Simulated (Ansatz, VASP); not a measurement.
Pb: VASP beside Ansatz

```
CELL_PARAMETERS angstrom
3.51480 0.00000 0.00000
-1.75740 3.04391 0.00000
0.00000 0.00000 5.59000
ATOMIC_POSITIONS crystal
Pb 0.33333 0.66667 0.25000
Pb 0.66667 0.33333 0.75000
```

Change from the starting cell: equal xx and yy strain of +1 %, crystal datasets.

Alike in both runs: task electric field gradients; functional PBEsol; k mesh 12 × 12 × 7; occupations fermi-dirac, width 0.05 eV; no spin polarisation.

```csv
,VASP,Ansatz
version,VASP 6.6.1,Ansatz 0.2.0
potentials or method,"VASP PAW PBE potentials, release 64 (Pb_d), cutoff 520 eV","all-electron PAW with datasets made for the crystal, scalar-relativistic"
```

|  | VASP | Ansatz | Ansatz less VASP |
| --- | --- | --- | --- |
| pressure (GPa) | -0.2 | -0.1 | +0.08 |
| traceless stress, the component that is largest in VASP (GPa) | 0.24 | 0.22 | -0.018 |
| size of Vzz on the site where it differs most (V/Å²) | 12.3 | 10.7 | -1.62 |

VASP's potentials were made for PBE, not for PBEsol. Ansatz ran all-electron here, and VASP with PAW potentials.

Neither program's run includes spin-orbit coupling.
